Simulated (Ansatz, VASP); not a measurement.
# ZrC in VASP and in Ansatz

```
Zr C
1.0
     0.00000    2.36500    2.36500
     2.36500    0.00000    2.36500
     2.36500    2.36500    0.00000
Zr C
1 1
Direct
  0.50000 0.50000 0.50000
  0.00000 0.00000 0.00000
```

Alike in both runs: task relaxation of cell and atoms; functional PBEsol; k mesh 18 × 18 × 18; occupations fermi-dirac, width 0.1 eV; no spin polarisation.

```csv
,VASP,Ansatz
version,VASP 6.6.1,Ansatz 0.2.0
potentials or method,"VASP PAW PBE potentials, release 64 (Zr_sv, C)","PAW with Ansatz's default frozen-core files, scalar-relativistic"
plane-wave cutoff (eV),600,420
valence electrons in the cell,16,16
```

VASP gave:

* relaxed volume (Å³/atom): 12.74
* relaxed cell length with the largest relative difference (Å): 3.303

Task: Which values does Ansatz return?

Result: Relaxed volume (Å³/atom): 12.73; relaxed cell length with the largest relative difference (Å): 3.302.

VASP's potentials were made for PBE, not for PBEsol.
